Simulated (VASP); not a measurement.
# Ga (P6/mmm) in VASP: further runs

Ga is run at these levels: RPBE; tasks: single point.

Program: VASP 6.6.1. These are calculated values, not measurements. Logs are shortened: lines on timing, memory, paths and dates and some standing lists are left out, and cuts for length are marked.

## 1. The cell of the first run

It takes space group P6/mmm (No. 191, hexagonal). Conventional cell: a = 4.566 Å, b = 4.566 Å, c = 2.932 Å, α = 90.00°, β = 90.00°, γ = 120.00°. Ga (site symmetry 6/mmm) has 14 Ga at 2.93 to 3.02 Å within 3.9 Å. Ga (site symmetry -6m2) has 11 Ga at 2.64 to 3.02 Å within 3.5 Å.

## 2. Single point, RPBE (volume scaled by 0.88)

The input, INCAR:

```
PREC = Accurate
ENCUT = 520
EDIFF = 1E-6
ISMEAR = -1
SIGMA = 0.1
LREAL = F
LASPH = T
NELM = 60
ALGO = Normal
ISIF = 2
LWAVE = F
LCHARG = T
GGA = RP
LELF = T
LVHAR = T
NBANDS = 26
```

The input, KPOINTS:

```
Automatic mesh
0
Gamma
  9 9 12
```

The input, POSCAR:

```
Ga
1.0
    4.5663650647      0.0000000000      0.0000000000
   -2.2831825324      3.9545881490      0.0000000000
    0.0000000000      0.0000000000      2.9319610779
Ga
3
Direct
    0.0000000000      0.0000000000      0.0000000000
    0.3333333333      0.6666666667      0.5000000000
    0.6666666667      0.3333333333      0.5000000000
```

Potentials or basis: VASP PAW PBE potentials, release 64 (Ga_d).

Run with:

```sh
$ cat potpaw_PBE.64/Ga_d/POTCAR > POTCAR
$ mpirun -np 1 vasp_std > vasp.out
```

OUTCAR:

```text
PREC = Accurate
   ENCUT = 520
   EDIFF = 1E-6
   ISMEAR = -1
   LREAL = F
   LASPH = T
   NELM = 60
   ISIF = 2
   GGA = RP

 ion  position               nearest neighbor table
   1  0.000  0.000  0.000-
   2  0.333  0.667  0.500-   3 2.64   3 2.64   3 2.64
   3  0.667  0.333  0.500-   2 2.64   2 2.64   2 2.64

  LATTYP: Found a hexagonal cell.
 ALAT       =     4.5663650647
 C/A-ratio  =     0.6420776781

  Lattice vectors:

 A1 = (   4.5663650647,   0.0000000000,   0.0000000000)
 A2 = (  -2.2831825324,   3.9545881490,   0.0000000000)
 A3 = (   0.0000000000,   0.0000000000,   2.9319610779)

Analysis of symmetry for initial positions (statically):
=====================================================================
 Subroutine PRICEL returns:
 Original cell was already a primitive cell.

 Routine SETGRP: Setting up the symmetry group for a
 hexagonal supercell.

 Subroutine GETGRP returns: Found 24 space group operations
 (whereof 24 operations were pure point group operations)
 out of a pool of 24 trial point group operations.

The static configuration has the point symmetry D_6h.

Analysis of symmetry for dynamics (positions and initial velocities):
=====================================================================
 Subroutine PRICEL returns:
 Original cell was already a primitive cell.

 Routine SETGRP: Setting up the symmetry group for a
 hexagonal supercell.

 Subroutine GETGRP returns: Found 24 space group operations
 (whereof 24 operations were pure point group operations)
 out of a pool of 24 trial point group operations.

The dynamic configuration has the point symmetry D_6h.

 Subroutine INISYM returns: Found 24 space group operations
 (whereof 24 operations are pure point group operations),
 and found     1 'primitive' translations

----------------------------------------------------------------------------------------

                                     Primitive cell

  volume of cell :      52.9456

  direct lattice vectors                    reciprocal lattice vectors
     4.566365065  0.000000000  0.000000000     0.218992565  0.126435417  0.000000000
    -2.283182532  3.954588149  0.000000000     0.000000000  0.252870833  0.000000000
     0.000000000  0.000000000  2.931961078     0.000000000  0.000000000  0.341068648

  length of vectors
     4.566365065  4.566365065  2.931961078     0.252870833  0.252870833  0.341068648

  position of ions in fractional coordinates (direct lattice)
     0.000000000  0.000000000  0.000000000
     0.333333333  0.666666667  0.500000000
     0.666666667  0.333333333  0.500000000

  ion indices of the primitive-cell ions
   primitive index   ion index
                 1           1
                 2           2
                 3           3

----------------------------------------------------------------------------------------

 KPOINTS: Automatic mesh

Automatic generation of k-mesh.
 Grid dimensions read from file:
 generate k-points for:    9    9   12

 Generating k-lattice:

  Cartesian coordinates                     Fractional coordinates (reciprocal lattice)
     0.024332507  0.014048380  0.000000000     0.111111111  0.000000000  0.000000000
     0.000000000  0.028096759  0.000000000     0.000000000  0.111111111  0.000000000
     0.000000000  0.000000000  0.028422387     0.000000000  0.000000000  0.083333333

  Length of vectors
     0.028096759  0.028096759  0.028422387

  Shift w.r.t. Gamma in fractional coordinates (k-lattice)
     0.000000000  0.000000000  0.000000000

 Subroutine IBZKPT returns following result:
 ===========================================

 Found     84 irreducible k-points:

 Following reciprocal coordinates:
            Coordinates               Weight
  0.000000  0.000000  0.000000      1.000000
  0.111111 -0.000000  0.000000      6.000000
  0.222222 -0.000000  0.000000      6.000000
  0.333333 -0.000000  0.000000      6.000000
  0.444444 -0.000000  0.000000      6.000000
  0.111111  0.111111  0.000000      6.000000
[... 16 lines left out ...]
  0.333333  0.222222  0.083333     24.000000
  0.333333  0.333333  0.083333      4.000000
 [... further k-points ...]
   k-points           NKPTS =     84   k-points in BZ     NKDIM =     84   number of bands    NBANDS=     26
   number of dos      NEDOS =    301   number of ions     NIONS =      3
   total plane-waves  NPLWV =  31104
   dimension x,y,z NGX =    36 NGY =   36 NGZ =   24
   dimension x,y,z NGXF=    72 NGYF=   72 NGZF=   48
   ions per type =               3
   NGX,Y,Z   is equivalent  to a cutoff of  13.11, 13.11, 13.61 a.u.
   NGXF,Y,Z  is equivalent  to a cutoff of  26.21, 26.21, 27.22 a.u.
 SYSTEM =  unknown system
   PREC   = accura    normal or accurate (medium, high low for compatibility)
   ISTART =      0    job   : 0-new  1-cont  2-samecut
   ICHARG =      2    charge: 1-file 2-atom 10-const
   ISPIN  =      1    spin polarized calculation?
   LNONCOLLINEAR =      F non collinear calculations
   LSORBIT =      F    spin-orbit coupling
   LASPH  =      T    aspherical Exc in radial PAW
   ENCUT  =  520.0 eV  38.22 Ry    6.18 a.u.   8.49  8.49  5.45*2*pi/ulx,y,z
   NELM   =     60;   NELMIN=  2; NELMDL= -5     # of ELM steps
   EDIFF  = 0.1E-05   stopping-criterion for ELM
   LREAL  =      F    real-space projection
   EDIFFG = 0.1E-04   stopping-criterion for IOM
   NSW    =      0    number of steps for IOM
   IBRION =     -1    ionic relax: 0-MD 1-quasi-New 2-CG
   NFREE  =      0    steps in history (QN), initial steepest desc. (CG)
   ISIF   =      2    stress and relaxation
   ISYM   =      2    0-nonsym 1-usesym 2-fastsym
   POTIM  = 0.5000    time-step for ionic-motion
   TEBEG  =    0.0;   TEEND  =   0.0 temperature during run
   PSTRESS=    0.0 pullay stress
   NELECT =      39.0000    total number of electrons
   NUPDOWN=      -1.0000    fix difference up-down
   EMIN   =  10.00;   EMAX   =-10.00  energy-range for DOS
   EFERMI =   0.00;   METHOD = LEGACY
   ISMEAR =    -1;   SIGMA  =   0.10  broadening in eV -4-tet -1-fermi 0-gaus
   EFERMI_NEDOS =   21; number of points for ismear=-14 and -15
   IALGO  =     38    algorithm
   IMIX   =      4    mixing-type and parameters
     AMIX     =   0.40;   BMIX     =  1.00
     AMIX_MAG =   1.60;   BMIX_MAG =  1.00
  volume/ion in A,a.u.               =      17.65       119.10
  Fermi-wavevector in a.u.,A,eV,Ry     =   1.478494  2.793949 29.741595  2.185946
  Thomas-Fermi vector in A             =   2.592768
   LORBIT       =      0    0 simple, 1 ext, 2 COOP (PROOUT), +10 PAW based schemes
   GGA     = RP    functional components
   LHFCALC =     F    Hartree Fock is set to
   AEXX    =    0.0000 exact exchange contribution
   IVDW    =     0    specifies the selected vdW correction
   LEPSILON=     F    determine dielectric tensor
   LRPA    =     F    only Hartree local field effects (RPA)
 non-spin polarized calculation
  energy-cutoff  :      520.00
  volume of cell :       52.95
 maximum number of plane-waves:      1451
 NGX is ok and might be reduce to    36
   NGX = 17   NGY = 17   NGZ = 11

 number of electron      38.9999975 magnetization

 Free energy of the ion-electron system (eV)
  ---------------------------------------------------
  ext. energy  EPLUGINS =         0.00000000
  ---------------------------------------------------
  free energy    TOTEN  =        -7.38808926 eV

  energy without entropy =       -7.33895160  energy(sigma->0) =       -7.36352043

 E-fermi :   6.3085     XC(G=0): -11.2149

 val. band max:        6.3083426996   @ k =   0.2222   0.1111   0.5000
 cond. band min:       6.3121624716   @ k =   0.1111   0.1111   0.2500
 fundamental gap:      0.0038197720
 Fermi energy:         6.3084877731

 k-point     1 :       0.0000    0.0000    0.0000
  band No.  band energies     occupation
      1      -8.9010      2.00000
      2      -8.6999      2.00000
      3      -8.6999      2.00000
      4      -8.6716      2.00000
      5      -8.6569      2.00000
      6      -8.6185      2.00000
[... 18 lines left out ...]
     25      19.0630      0.00000
     26      19.1149      0.00000

 k-point     2 :       0.1111   -0.0000    0.0000
  band No.  band energies     occupation
      1      -8.8941      2.00000
      2      -8.7309      2.00000
      3      -8.7246      2.00000
      4      -8.6788      2.00000
      5      -8.6559      2.00000
      6      -8.6359      2.00000
[... 18 lines left out ...]
     25      18.5639      0.00000
     26      18.7672      0.00000

 k-point     3 :       0.2222   -0.0000    0.0000
  band No.  band energies     occupation
      1      -8.8758      2.00000
      2      -8.7861      2.00000
      3      -8.7639      2.00000
      4      -8.6975      2.00000
      5      -8.6636      2.00000
      6      -8.6592      2.00000
[... 18 lines left out ...]
     25      17.1744      0.00000
     26      17.3106      0.00000

 k-point     4 :       0.3333   -0.0000    0.0000
  band No.  band energies     occupation
      1      -8.8593      2.00000
      2      -8.8270      2.00000
      3      -8.7933      2.00000
      4      -8.7202      2.00000
      5      -8.6769      2.00000
      6      -8.6698      2.00000
[... 18 lines left out ...]
     25      15.7115      0.00000
     26      15.9195      0.00000
[... 496 lines left out ...]
      1      -8.8630      2.00000
      2      -8.8198      2.00000
      3      -8.8028      2.00000
      4      -8.6958      2.00000
      5      -8.6872      2.00000
      6      -8.6593      2.00000
[... 18 lines left out ...]
     25      14.6715      0.00000
     26      14.6791      0.00000

 k-point    23 :       0.3333    0.2222    0.0833
  band No.  band energies     occupation
      1      -8.8815      2.00000
      2      -8.8121      2.00000
      3      -8.8081      2.00000
      4      -8.7037      2.00000
      5      -8.6840      2.00000
      6      -8.6640      2.00000
[... 18 lines left out ...]
     25      14.8357      0.00000
     26      15.3010      0.00000

 k-point    24 :       0.3333    0.3333    0.0833
  band No.  band energies     occupation
      1      -8.8891      2.00000
      2      -8.8093      2.00000
      3      -8.8093      2.00000
      4      -8.6929      2.00000
      5      -8.6831      2.00000
      6      -8.6831      2.00000
[... 18 lines left out ...]
     25      16.0558      0.00000
     26      16.0558      0.00000

 [... further k-points ...]
[... 5 lines left out ...]
  --------------------------------------------------------------------------------------
  -------------------------------------------------------------------------------------
  Total        2.7132282      2.7132282      2.2395080     -0.0000000     -0.0000000      0.0000000
  in kB       82.1044739     82.1044739     67.7693182     -0.0000000     -0.0000000      0.0000000
  external PRESSURE =      77.3260887 kB  Pullay stress =       0.0000000 kB

 VOLUME and BASIS-vectors are now :
 -----------------------------------------------------------------------------
  energy-cutoff  :      520.00
  volume of cell :       52.95
      direct lattice vectors                 reciprocal lattice vectors
     4.566365065  0.000000000  0.000000000     0.218992565  0.126435417  0.000000000
    -2.283182532  3.954588149  0.000000000     0.000000000  0.252870833  0.000000000
     0.000000000  0.000000000  2.931961078     0.000000000  0.000000000  0.341068648

 POSITION                                       TOTAL-FORCE (eV/Angst)
 -----------------------------------------------------------------------------------
      0.00000      0.00000      0.00000        -0.000000      0.000000      0.000000
     -0.00000      2.63639      1.46598         0.000000     -0.000000     -0.000000
      2.28318      1.31820      1.46598        -0.000000      0.000000      0.000000
 -----------------------------------------------------------------------------------
    total drift:                                0.000000      0.000000     -0.000000

  FREE ENERGIE OF THE ION-ELECTRON SYSTEM (eV)
  ---------------------------------------------------
  free  energy   TOTEN  =        -7.3880892642 eV

  energy  without entropy=       -7.3389516033  energy(sigma->0) =       -7.36352043
```

Run time: 72 s. Hardware: 1 thread of Intel Xeon 6975P-C, shared host; peak memory 0.23 GiB.

What came out:

* Free energy: -7.3881 eV
* Pressure: 7.7 GPa

Levels at points of the mesh, in eV from the Fermi level:
```csv
k point,band 17,band 18,band 19,band 20,band 21,band 22
"(0.00, 0.00, 0.00)",-2.34,-2.07,-1.33,-1.33,-1.14,-1.14
"(0.00, 0.00, 0.50)",-6.43,1.33,1.33,1.89,2.05,2.18
```

Caveat: the cell differs from its parent crystal (volume scaled by 0.88); the PAW data sets were made with another functional, which shifts forces and pressure a little.

## 3. Single point, RPBE (volume scaled by 0.92)

The input, INCAR:

```
SYSTEM = Ga
  PREC = Accurate
  ENCUT = 520
  EDIFF = 1E-7
  ISMEAR = -1
  SIGMA = 0.1
  LREAL = .False.
  LASPH = .True.
  NELM = 80
  ALGO = Normal
  ISIF = 2
  LWAVE = .False.
  LCHARG = .False.
  GGA = RP
  NBANDS = 26
```

The input, KPOINTS:

```
Automatic mesh
0
Gamma
  9 9 12
  0 0 0
```

The input, POSCAR:

```
Ga
1.0
    4.6345298167      0.0000000000      0.0000000000
   -2.3172649084      4.0136205558      0.0000000000
    0.0000000000      0.0000000000      2.9757281436
Ga
3
Direct
    0.0000000000      0.0000000000      0.0000000000
    0.3333333333      0.6666666667      0.5000000000
    0.6666666667      0.3333333333      0.5000000000
```

Potentials or basis: VASP PAW PBE potentials, release 64 (Ga_d).

Run with:

```sh
$ cat potpaw_PBE.64/Ga_d/POTCAR > POTCAR
$ mpirun -np 1 vasp_std > vasp.out
```

It took 72 s on 1 thread of Intel Xeon 6975P-C, shared host; peak memory 0.24 GiB.

Results (log left out):

| Quantity | Value |
| --- | --- |
| Free energy | -7.4784 eV |
| Pressure | 4.6 GPa |

Stress tensor (GPa, compression positive):
```
4.94 0.00 0.00
0.00 4.94 0.00
0.00 0.00 3.94
```

Levels at points of the mesh, in eV from the Fermi level:
```csv
k point,band 15,band 16,band 17,band 18,band 19,band 20,band 21,band 22,band 23,band 24
"(0.00, 0.00, 0.00)",-14.71,-11.21,-2.44,-2.17,-1.22,-1.22,-1.03,-1.03,4.97,8.44
"(0.00, 0.00, 0.50)",-14.68,-7.35,-6.22,1.32,1.32,1.67,1.80,1.99,2.15,2.93
```

Caveat: the cell differs from its parent crystal (volume scaled by 0.92); the PAW data sets were made with another functional, which shifts forces and pressure a little.

## 4. Single point, RPBE (volume scaled by 0.96)

The input, INCAR:

```
SYSTEM = Ga
PREC     = Accurate       ! precision mode
ENCUT    = 520            ! plane-wave cutoff, eV
EDIFF    = 1E-7           ! SCF threshold, eV
ISMEAR   = -1             ! smearing method
SIGMA    = 0.1            ! smearing width, eV
LREAL    = .FALSE.        ! projectors in reciprocal space
LASPH    = .TRUE.         ! aspherical terms in the spheres
NELM     = 60             ! most SCF steps
ALGO     = Normal         ! electronic algorithm
ISIF     = 2              ! what is computed and relaxed
LWAVE    = .FALSE.        ! write WAVECAR
LCHARG   = .FALSE.        ! write CHGCAR
GGA      = RP             ! functional
NBANDS   = 26             ! bands
```

The input, KPOINTS:

```
Automatic mesh
0
G
  9 9 12
  0 0 0
```

The input, POSCAR:

```
Ga
1.0
    4.7007463317      0.0000000000      0.0000000000
   -2.3503731659      4.0709657400      0.0000000000
    0.0000000000      0.0000000000      3.0182442898
Ga
3
Direct
    0.0000000000      0.0000000000      0.0000000000
    0.3333333333      0.6666666667      0.5000000000
    0.6666666667      0.3333333333      0.5000000000
```

Run with:

```sh
$ cat potpaw_PBE.64/Ga_d/POTCAR > POTCAR
$ mpirun -np 1 vasp_std > vasp.out
```

Run time: 73 s. Hardware: 1 thread of Intel Xeon 6975P-C, shared host; peak memory 0.24 GiB.

Results (log left out):

| Item | Value |
| --- | --- |
| Free energy | -7.5280 eV |
| Pressure | 2.2 GPa |

Stress tensor (GPa, compression positive):
```
2.46 0.00 0.00
0.00 2.46 0.00
0.00 0.00 1.73
```

Levels at points of the mesh, in eV from the Fermi level:
| k point | band 17 | band 18 | band 19 | band 20 | band 21 | band 22 |
| --- | --- | --- | --- | --- | --- | --- |
| (0.00, 0.00, 0.00) | -2.54 | -2.26 | -1.13 | -1.13 | -0.93 | -0.93 |
| (0.00, 0.00, 0.50) | -6.03 | 1.31 | 1.31 | 1.33 | 1.72 | 1.78 |

Caveat: the cell differs from its parent crystal (volume scaled by 0.96); the PAW data sets were made with another functional, which shifts forces and pressure a little.

## 5. Single point, RPBE

This run uses another cell than the first one, of 20.06 Å³/atom, 1.136 times its volume.

The input, INCAR:

```
SYSTEM = Ga
PREC = Accurate
ENCUT = 520
EDIFF = 1E-6
ISMEAR = -1
SIGMA = 0.1
LREAL = .FALSE.
LASPH = .TRUE.
NELM = 60
ALGO = Normal
ISIF = 2
LWAVE = .FALSE.
LCHARG = .FALSE.
GGA = RP
NBANDS = 26
```

The input, KPOINTS:

```
regular mesh
0
G
  9 9 12
  0 0 0
```

The input, POSCAR:

```
Ga
1.0
    4.7651481199      0.0000000000      0.0000000000
   -2.3825740600      4.1267393246      0.0000000000
    0.0000000000      0.0000000000      3.0595952404
Ga
3
Direct
    0.0000000000      0.0000000000      0.0000000000
    0.3333333333      0.6666666667      0.5000000000
    0.6666666667      0.3333333333      0.5000000000
```

Run with:

```sh
$ cat potpaw_PBE.64/Ga_d/POTCAR > POTCAR
$ mpirun -np 1 vasp_std > vasp.out
```

Run time: 47 s. Hardware: 1 thread of Intel Xeon 6975P-C, shared host; peak memory 0.24 GiB.

Results (log left out):

| Item | Value |
| --- | --- |
| Free energy | -7.5455 eV |
| Pressure | 0.3 GPa |

Stress tensor (GPa, compression positive):
```
 0.50  0.00  0.00
 0.00  0.50  0.00
 0.00  0.00 -0.05
```

Levels at points of the mesh, in eV from the Fermi level:
| k point | band 17 | band 18 | band 19 | band 20 | band 21 | band 22 |
| --- | --- | --- | --- | --- | --- | --- |
| (0.00, 0.00, 0.00) | -2.64 | -2.35 | -1.05 | -1.05 | -0.84 | -0.84 |
| (0.00, 0.00, 0.50) | -5.86 | 1.01 | 1.30 | 1.30 | 1.59 | 1.64 |

Caveat: the PAW data sets were made with another functional, which shifts forces and pressure a little.

(Continued in part 2 of 2.)
